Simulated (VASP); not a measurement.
Crystal: Hg.

```
Hg
1.0
    -1.87674    1.87674    1.91684
     1.87674   -1.87674    1.91684
     1.87674    1.87674   -1.91684
Hg
1
Direct
  0.50000 0.50000 0.00000
```

```yaml
Program: VASP 6.6.1
Task: relaxation of cell and atoms
Functional: b88 exchange, pbe correlation
Potentials_or_basis: VASP PAW PBE potentials, release 64 (Hg)
Cutoff: 500 eV
k_mesh: 10 × 10 × 10
Occupations: fermi-dirac, width 0.005 eV
Spin: no spin polarisation
```

At the start: pressure 1.6 GPa; volume 27.01 Å³/atom.

Task: Where does the relaxation end?

Result: Over 5 steps the energy falls by 11.8 meV/atom and the volume is 30.04 Å³/atom (+11.2 %); space group Im-3m (No. 229, to 0.1 Å) before, I4/mmm (No. 139, to 0.1 Å).

The path:
```csv
step,energy change (eV),largest force (eV/Å),pressure (GPa),volume (Å³)
1,0.0000,0.0000,1.56,27.01
2,-0.0074,0.0000,0.75,28.05
3,-0.0115,0.0000,0.19,29.59
4,-0.0117,0.0000,-0.05,30.16
5,-0.0118,0.0000,0.01,30.04
```

Final structure:
```
Hg
1.0
    -1.94390    1.94390    1.98759
     1.94390   -1.94390    1.98759
     1.94390    1.94390   -1.98759
Hg
1
Direct
  0.50000 0.50000 0.00000
```

Caveat: the PAW data sets were made with another functional, which shifts forces and pressure a little.
